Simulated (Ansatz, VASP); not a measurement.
SiC: VASP beside Ansatz

```
Si C
1.0
     3.07598    0.00000    0.00000
    -1.53799    2.66388    0.00000
     0.00000    0.00000    5.04785
Si C
2 2
Direct
  0.33333 0.66667 0.99959
  0.66667 0.33333 0.49959
  0.33333 0.66667 0.37541
  0.66667 0.33333 0.87541
```

Alike in both runs: functional PBEsol; k mesh 15 × 15 × 8; occupations gaussian, width 0.02 eV; no spin polarisation.

Ansatz relaxed the structure, and its values are those at the end. VASP's run is a single point on that final structure, the one shown.

```csv
,VASP,Ansatz
version,VASP 6.6.1,Ansatz 0.2.0
potentials or method,"VASP PAW PBE potentials, release 64 (Si, C), cutoff 520 eV","scalar-relativistic, plane waves, PAW"
valence electrons in the cell,16,16
```

Ansatz gave:

| Quantity | Value |
| --- | --- |
| gap on the k mesh at the Fermi level (eV) | 2.13 |
| least direct gap on the mesh (eV) | 3.87 |
| pressure (GPa) | 0.0 |

**Question.** Which values does VASP return?

**Answer.** gap on the k mesh at the Fermi level (eV): 2.11; least direct gap on the mesh (eV): 3.86; pressure (GPa): 0.3.

VASP's potentials were made for PBE, not for PBEsol, and Ansatz warns of the same on its side.
